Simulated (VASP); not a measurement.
# Cs4Sb (Im-3m) in VASP: a series of runs

Runs on Cs4Sb. Level: PBE. Tasks: single point, relaxation of cell and atoms.

All numbers are computed with VASP 6.6.1; they aren't measurements. Logs are shortened: lines on timing, memory, paths and dates and some standing lists are left out, and cuts for length are marked.

## 1. The cell of the first run

The structure is cubic, space group Im-3m (No. 229). The conventional cell has a = 6.798 Å, b = 6.798 Å, c = 6.798 Å, α = 90.00°, β = 90.00°, γ = 90.00°. Within 3.9 Å of Cs (site symmetry -3m) lie 2 Sb at 2.94 Å and 6 Cs at 3.40 Å. Sb (site symmetry m-3m) has 8 Cs at 2.94 Å within 3.9 Å.

## 2. Single point, PBE

The input, INCAR:

```
SYSTEM = Cs4Sb
ALGO     = Fast           ! electronic algorithm
EDIFF    = 1E-7           ! SCF threshold, eV
ENCUT    = 520            ! plane-wave cutoff, eV
GGA      = PE             ! functional
ISIF     = 2              ! what is computed and relaxed
ISMEAR   = 0              ! smearing method
LASPH    = .TRUE.         ! aspherical terms in the spheres
LCHARG   = .TRUE.         ! write CHGCAR
LELF     = .TRUE.         ! ELF
LREAL    = .FALSE.        ! projectors in reciprocal space
LVHAR    = .TRUE.       
LWAVE    = .FALSE.        ! write WAVECAR
NBANDS   = 28             ! bands
NELM     = 80             ! most SCF steps
PREC     = Accurate       ! precision mode
SIGMA    = 0.1            ! smearing width, eV
```

The input, KPOINTS:

```
k-points
0
G
  4 4 4
  0 0 0
```

The input, POSCAR:

```
Cs4Sb
1.0
   -3.3992013300      3.3992013300      3.3992013300
    3.3992013300     -3.3992013300      3.3992013300
    3.3992013300      3.3992013300     -3.3992013300
Cs Sb
4 1
Direct
    0.5000000000      0.5000000000      0.5000000000
    0.0000000000      0.0000000000      0.5000000000
    0.0000000000      0.5000000000      0.0000000000
    0.5000000000      0.0000000000      0.0000000000
    0.0000000000      0.0000000000      0.0000000000
```

Potentials or basis: VASP PAW PBE potentials, release 64 (Cs_sv, Sb).

Launch:

```console
$ cat potpaw_PBE.64/Cs_sv/POTCAR potpaw_PBE.64/Sb/POTCAR > POTCAR
$ mpirun -np 1 vasp_std > vasp.out
```

OUTCAR:

```text
SYSTEM = Cs4Sb
   EDIFF = 1E-7
   ENCUT = 520
   GGA = PE
   ISIF = 2
   ISMEAR = 0
   LASPH = .TRUE.
   LREAL = .FALSE.
   NELM = 80
   PREC = Accurate

 ion  position               nearest neighbor table
   1  0.500  0.500  0.500-   5 2.94   5 2.94
   2  0.000  0.000  0.500-   5 2.94   5 2.94
   3  0.000  0.500  0.000-   5 2.94   5 2.94
   4  0.500  0.000  0.000-   5 2.94   5 2.94
   5  0.000  0.000  0.000-   1 2.94   2 2.94   3 2.94   4 2.94   2 2.94   3 2.94   4 2.94   1 2.94

  LATTYP: Found a body centered cubic cell.
 ALAT       =     6.7984026600

  Lattice vectors:

 A1 = (  -3.3992013300,   3.3992013300,   3.3992013300)
 A2 = (   3.3992013300,  -3.3992013300,   3.3992013300)
 A3 = (   3.3992013300,   3.3992013300,  -3.3992013300)

Analysis of symmetry for initial positions (statically):
=====================================================================
 Subroutine PRICEL returns:
 Original cell was already a primitive cell.

 Routine SETGRP: Setting up the symmetry group for a
 body centered cubic supercell.

 Subroutine GETGRP returns: Found 48 space group operations
 (whereof 48 operations were pure point group operations)
 out of a pool of 48 trial point group operations.

The static configuration has the point symmetry O_h .

Analysis of symmetry for dynamics (positions and initial velocities):
=====================================================================
 Subroutine PRICEL returns:
 Original cell was already a primitive cell.

 Routine SETGRP: Setting up the symmetry group for a
 body centered cubic supercell.

 Subroutine GETGRP returns: Found 48 space group operations
 (whereof 48 operations were pure point group operations)
 out of a pool of 48 trial point group operations.

The dynamic configuration has the point symmetry O_h .

 Subroutine INISYM returns: Found 48 space group operations
 (whereof 48 operations are pure point group operations),
 and found     1 'primitive' translations

----------------------------------------------------------------------------------------

                                     Primitive cell

  volume of cell :     157.1052

  direct lattice vectors                    reciprocal lattice vectors
[... 75 lines left out ...]
   NELM   =     80;   NELMIN=  2; NELMDL= -5     # of ELM steps
   EDIFF  = 0.1E-06   stopping-criterion for ELM
   LREAL  =      F    real-space projection
   EDIFFG = 0.1E-05   stopping-criterion for IOM
   NSW    =      0    number of steps for IOM
   IBRION =     -1    ionic relax: 0-MD 1-quasi-New 2-CG
   NFREE  =      0    steps in history (QN), initial steepest desc. (CG)
   ISIF   =      2    stress and relaxation
   ISYM   =      2    0-nonsym 1-usesym 2-fastsym
   POTIM  = 0.5000    time-step for ionic-motion
   TEBEG  =    0.0;   TEEND  =   0.0 temperature during run
   PSTRESS=    0.0 pullay stress
   NELECT =      41.0000    total number of electrons
   NUPDOWN=      -1.0000    fix difference up-down
   EMIN   =  10.00;   EMAX   =-10.00  energy-range for DOS
   EFERMI =   0.00;   METHOD = LEGACY
   ISMEAR =     0;   SIGMA  =   0.10  broadening in eV -4-tet -1-fermi 0-gaus
   EFERMI_NEDOS =   21; number of points for ismear=-14 and -15
   IALGO  =     68    algorithm
   IMIX   =      4    mixing-type and parameters
     AMIX     =   0.40;   BMIX     =  1.00
     AMIX_MAG =   1.60;   BMIX_MAG =  1.00
  volume/ion in A,a.u.               =      31.42       212.04
  Fermi-wavevector in a.u.,A,eV,Ry     =   1.046179  1.976991 14.891440  1.094490
  Thomas-Fermi vector in A             =   2.181006
   LORBIT       =      0    0 simple, 1 ext, 2 COOP (PROOUT), +10 PAW based schemes
   GGA     = PE    functional components
   LHFCALC =     F    Hartree Fock is set to
   AEXX    =    0.0000 exact exchange contribution
   IVDW    =     0    specifies the selected vdW correction
   LEPSILON=     F    determine dielectric tensor
   LRPA    =     F    only Hartree local field effects (RPA)
 non-spin polarized calculation
 RMM-DIIS sequential band-by-band and
 Gauss-broadening in eV      SIGMA  =   0.10
  energy-cutoff  :      520.00
  volume of cell :      157.11
 maximum number of plane-waves:      4252
 NGX is ok and might be reduce to    48
   NGX = 21   NGY = 21   NGZ = 21

 number of electron      41.0000002 magnetization

 Free energy of the ion-electron system (eV)
  ---------------------------------------------------
  ext. energy  EPLUGINS =         0.00000000
  ---------------------------------------------------
  free energy    TOTEN  =         0.84293564 eV

  energy without entropy =        0.85405675  energy(sigma->0) =        0.84849620

 E-fermi :   6.1504     XC(G=0):  -9.7563

 val. band max:        6.1117774488   @ k =   0.2500   0.0000   0.0000
 cond. band min:       6.5425880245   @ k =   0.2500   0.2500   0.0000
 fundamental gap:      0.4308105757
 Fermi energy:         6.1504171019

 k-point     1 :       0.0000    0.0000    0.0000
  band No.  band energies     occupation
      1     -18.0119      2.00000
      2     -16.9875      2.00000
      3     -16.9875      2.00000
      4     -16.9875      2.00000
      5      -6.1599      2.00000
      6      -6.1599      2.00000
[... 237 lines left out ...]
     27       9.4655      0.00000
     28       9.4898      0.00000

------------------------ aborting loop because EDIFF is reached ----------------------------------------

  FORCE on cell =-STRESS in cart. coord.  units (eV):
  Direction    XX          YY          ZZ          XY          YZ          ZX
  --------------------------------------------------------------------------------------
  -------------------------------------------------------------------------------------
  Total       27.1251260     27.1251260     27.1251260     -0.0000000     -0.0000000      0.0000000
  in kB      276.6251681    276.6251681    276.6251681     -0.0000000     -0.0000000      0.0000000
  external PRESSURE =     276.6251681 kB  Pullay stress =       0.0000000 kB

 VOLUME and BASIS-vectors are now :
 -----------------------------------------------------------------------------
  energy-cutoff  :      520.00
  volume of cell :      157.11
      direct lattice vectors                 reciprocal lattice vectors
    -3.399201330  3.399201330  3.399201330     0.000000000  0.147093376  0.147093376
     3.399201330 -3.399201330  3.399201330     0.147093376  0.000000000  0.147093376
     3.399201330  3.399201330 -3.399201330     0.147093376  0.147093376  0.000000000

 POSITION                                       TOTAL-FORCE (eV/Angst)
 -----------------------------------------------------------------------------------
      1.69960      1.69960      1.69960         0.000000      0.000000     -0.000000
      1.69960      1.69960     -1.69960         0.000000      0.000000      0.000000
      1.69960     -1.69960      1.69960        -0.000000     -0.000000      0.000000
     -1.69960      1.69960      1.69960         0.000000     -0.000000      0.000000
      0.00000      0.00000      0.00000        -0.000000     -0.000000     -0.000000
 -----------------------------------------------------------------------------------
    total drift:                                0.000000      0.000000     -0.000000

  FREE ENERGIE OF THE ION-ELECTRON SYSTEM (eV)
  ---------------------------------------------------
  free  energy   TOTEN  =         0.8429356438 eV

  energy  without entropy=        0.8540567496  energy(sigma->0) =        0.84849620
```

stdout:

```text
POSCAR found type information on POSCAR CsSb
 POSCAR found :  2 types and       5 ions
 scaLAPACK will be used
 LDA part: xc-table for (Slater+PW92), standard interpolation
 POSCAR, INCAR and KPOINTS ok, starting setup
 FFT: planning ... GRIDC
 FFT: planning ... GRID_SOFT
 FFT: planning ... GRID
 WAVECAR not read
 entering main loop
```

Wall time 1.8 min (1 thread of AMD EPYC 7R43 (Zen 3), shared host); peak memory 0.28 GiB.

Results:

```yaml
Free_energy: 0.8429 eV
Pressure: 27.7 GPa
```

Levels at points of the mesh, in eV from the Fermi level:
```tsv
k point	band 18	band 19	band 20	band 21	band 22	band 23
(0.00, 0.00, 0.00)	-1.79	-1.79	-1.32	0.52	0.52	1.42
(0.50, 0.00, 0.00)	-2.81	-0.78	-0.30	0.44	0.67	1.29
(0.50, 0.50, 0.50)	-3.27	-3.27	-3.27	0.89	0.89	0.89
```

Caveat: spin-orbit coupling is left out, which moves the levels of the heavy elements.

## 3. Single point, PBE

This run uses another cell than the first one, of 77.25 Å³/atom, 2.459 times its volume.

The input, INCAR:

```
SYSTEM = Cs4Sb
PREC = Accurate
ENCUT = 520
EDIFF = 1E-6
ISMEAR = 0
SIGMA = 0.1
LREAL = .False.
LASPH = .True.
NELM = 60
ALGO = Normal
ISIF = 2
LWAVE = .False.
LCHARG = .True.
GGA = PE
LELF = .True.
LVHAR = .True.
NBANDS = 28
```

The input, KPOINTS:

```
regular mesh
0
Gamma
  4 4 4
  0 0 0
```

Changes to POSCAR since step 2:

```diff
@@ -2,5 +2,5 @@
 1.0
-   -3.3992013300      3.3992013300      3.3992013300
-    3.3992013300     -3.3992013300      3.3992013300
-    3.3992013300      3.3992013300     -3.3992013300
+   -4.5877743372      4.5877743372      4.5877743372
+    4.5877743372     -4.5877743372      4.5877743372
+    4.5877743372      4.5877743372     -4.5877743372
 Cs Sb
```

Potentials or basis: VASP PAW PBE potentials, release 64 (Cs_sv, Sb).

Launch:

```console
$ cat potpaw_PBE.64/Cs_sv/POTCAR potpaw_PBE.64/Sb/POTCAR > POTCAR
$ mpirun -np 1 vasp_std > vasp.out
```

Wall time 3.4 min (1 thread of AMD EPYC 7R43 (Zen 3), shared host); peak memory 0.46 GiB.

Results (log left out):

- Free energy: -8.5239 eV
- Pressure: 0.1 GPa

Levels at points of the mesh, in eV from the Fermi level:
| k point | band 16 | band 17 | band 18 | band 19 | band 20 | band 21 | band 22 | band 23 | band 24 | band 25 |
| --- | --- | --- | --- | --- | --- | --- | --- | --- | --- | --- |
| (0.00, 0.00, 0.00) | -9.84 | -7.58 | -1.14 | -0.14 | -0.14 | -0.14 | 0.34 | 0.34 | 1.67 | 1.67 |
| (0.50, 0.00, 0.00) | -9.96 | -7.38 | -1.19 | -0.64 | -0.37 | 0.05 | 0.25 | 1.10 | 1.44 | 1.63 |
| (0.50, 0.50, 0.50) | -9.93 | -7.21 | -1.17 | -1.17 | -1.17 | 0.68 | 0.68 | 0.68 | 0.86 | 0.86 |

Caveat: spin-orbit coupling is left out, which moves the levels of the heavy elements.

## 4. Relaxation of cell and atoms, PBE

The input, INCAR:

```
SYSTEM = Cs4Sb
  ALGO = Normal
  EDIFF = 1E-6
  EDIFFG = -0.04
  ENCUT = 600
  GGA = PE
  IBRION = 2
  ISIF = 3
  ISMEAR = 0
  LASPH = .True.
  LCHARG = .False.
  LREAL = .False.
  LWAVE = .False.
  NELM = 60
  NSW = 90
  PREC = Accurate
  SIGMA = 0.1
```

The input, KPOINTS:

```
k-points
0
Gamma
  4 4 4
  0 0 0
```

Changes to POSCAR since step 3:

```diff
@@ -2,5 +2,5 @@
 1.0
-   -4.5877743372      4.5877743372      4.5877743372
-    4.5877743372     -4.5877743372      4.5877743372
-    4.5877743372      4.5877743372     -4.5877743372
+   -3.3992013300      3.3992013300      3.3992013300
+    3.3992013300     -3.3992013300      3.3992013300
+    3.3992013300      3.3992013300     -3.3992013300
 Cs Sb
```

Launch:

```console
$ cat potpaw_PBE.64/Cs_sv/POTCAR potpaw_PBE.64/Sb/POTCAR > POTCAR
$ mpirun -np 1 vasp_std > vasp.out
```

Wall time 5.2 min (1 thread of AMD EPYC 7R43 (Zen 3), shared host); peak memory 0.3 GiB.

It converged, with:

```yaml
Free_energy: -8.4966 eV
Relaxed_volume: 78.58 Å³/atom
Relaxed_cell: a = 7.992 Å, b = 7.992 Å, c = 7.992 Å, α = 109.47°, β = 109.47°, γ = 109.47°
Space_group_after_relaxing_to_0.05_Å: Im-3m (No. 229)
Energy_gained_by_relaxing: 1867.9 meV/atom
Ionic_steps: 5
Pressure_after_relaxing: 0.0 GPa
```

The path:
| step | energy change (eV) | largest force (eV/Å) | pressure (GPa) | volume (Å³) |
| --- | --- | --- | --- | --- |
| 1 | 0.0000 | 0.0000 | 27.67 | 157.11 |
| 2 | -8.9979 | 0.0000 | 1.72 | 315.63 |
| 3 | -9.2276 | 0.0000 | 0.86 | 344.59 |
| 4 | -9.3279 | 0.0000 | -0.21 | 407.70 |
| 5 | -9.3394 | 0.0000 | -0.03 | 392.90 |

Final structure:
```yaml
crystal:
  lattice:
    - [-4.61398, 4.61398, 4.61398]
    - [4.61398, -4.61398, 4.61398]
    - [4.61398, 4.61398, -4.61398]
  atoms:
    - { symbol: Cs, position: [0.50000, 0.50000, 0.50000] }
    - { symbol: Cs, position: [0.00000, 0.00000, 0.50000] }
    - { symbol: Cs, position: [0.00000, 0.50000, 0.00000] }
    - { symbol: Cs, position: [0.50000, 0.00000, 0.00000] }
    - { symbol: Sb, position: [0.00000, 0.00000, 0.00000] }
```

Levels at points of the mesh, in eV from the Fermi level:
```tsv
k point	band 17	band 18	band 19	band 20	band 21	band 22	band 23	band 24
(0.00, 0.00, 0.00)	-7.56	-1.13	-0.15	-0.15	-0.15	0.36	0.36	1.68
(0.50, 0.00, 0.00)	-7.38	-1.17	-0.64	-0.37	0.05	0.25	1.10	1.62
(0.50, 0.50, 0.50)	-7.23	-1.15	-1.15	-1.15	0.68	0.68	0.68	0.84
```

Caveat: the volume moved by over 15 % at a fixed basis, so the end points are rough; spin-orbit coupling is left out, which moves the levels of the heavy elements.

## 5. Single point, PBE

This run uses another cell than the first one, of 78.14 Å³/atom, 2.487 times its volume.

The input, INCAR:

```
PREC     = Accurate       # precision mode
ENCUT    = 520            # plane-wave cutoff, eV
EDIFF    = 1E-6           # SCF threshold, eV
ISMEAR   = 0              # smearing method
SIGMA    = 0.1            # smearing width, eV
LREAL    = False          # projectors in reciprocal space
LASPH    = True           # aspherical terms in the spheres
NELM     = 80             # most SCF steps
ALGO     = Fast           # electronic algorithm
ISIF     = 2              # what is computed and relaxed
LWAVE    = False          # write WAVECAR
LCHARG   = False          # write CHGCAR
GGA      = PE             # functional
NBANDS   = 28             # bands
```

The input, KPOINTS:

```
Automatic mesh
0
Gamma
  6 6 6
```

Changes to POSCAR since step 4:

```diff
@@ -2,5 +2,5 @@
 1.0
-   -3.3992013300      3.3992013300      3.3992013300
-    3.3992013300     -3.3992013300      3.3992013300
-    3.3992013300      3.3992013300     -3.3992013300
+   -4.6053620000      4.6053620000      4.6053620000
+    4.6053620000     -4.6053620000      4.6053620000
+    4.6053620000      4.6053620000     -4.6053620000
 Cs Sb
```

Launch:

```console
$ cat potpaw_PBE.64/Cs_sv/POTCAR potpaw_PBE.64/Sb/POTCAR > POTCAR
$ mpirun -np 1 vasp_std > vasp.out
```

Run time: 7.2 min. Hardware: 1 thread of AMD EPYC 7R43 (Zen 3), shared host; peak memory 0.54 GiB.

The run converged. Its results:

```
Free energy : -8.5406 eV
Pressure    : 0.0 GPa
```

Levels at points of the mesh, in eV from the Fermi level:
| k point | band 18 | band 19 | band 20 | band 21 | band 22 | band 23 |
| --- | --- | --- | --- | --- | --- | --- |
| (0.00, 0.00, 0.00) | -1.13 | -0.15 | -0.15 | -0.15 | 0.35 | 0.35 |
| (0.50, 0.00, 0.00) | -1.18 | -0.64 | -0.37 | 0.05 | 0.25 | 1.10 |
| (0.50, 0.50, 0.50) | -1.16 | -1.16 | -1.16 | 0.68 | 0.68 | 0.68 |

Caveat: spin-orbit coupling is left out, which moves the levels of the heavy elements.

## 6. Overview

| task | cell | k mesh | cutoff (eV) | gap on the mesh (eV) | pressure (GPa) |
| --- | --- | --- | --- | --- | --- |
| single point | a = 5.888 Å, angles 109.5°, 5 atoms | 4 × 4 × 4 | 520 | none | 27.7 |
| single point | a = 7.946 Å, angles 109.5°, 5 atoms | 4 × 4 × 4 | 520 | none | 0.1 |
| relaxation of cell and atoms | relaxed from a = 5.888 Å, angles 109.5°, 5 atoms | 4 × 4 × 4 | 600 | none | 0.0 |
| single point | a = 7.977 Å, angles 109.5°, 5 atoms | 6 × 6 × 6 | 520 | none | 0.0 |

Alike in all rows: level PBE; potentials or basis VASP PAW PBE potentials, release 64 (Cs_sv, Sb); no spin polarisation; smearing gaussian 0.1 eV.

Caveats: spin-orbit coupling is left out, which moves the levels of the heavy elements; the volume moved by over 15 % at a fixed basis, so the end points are rough (some runs).

Absolute energies hang on the potentials; compare differences alone.
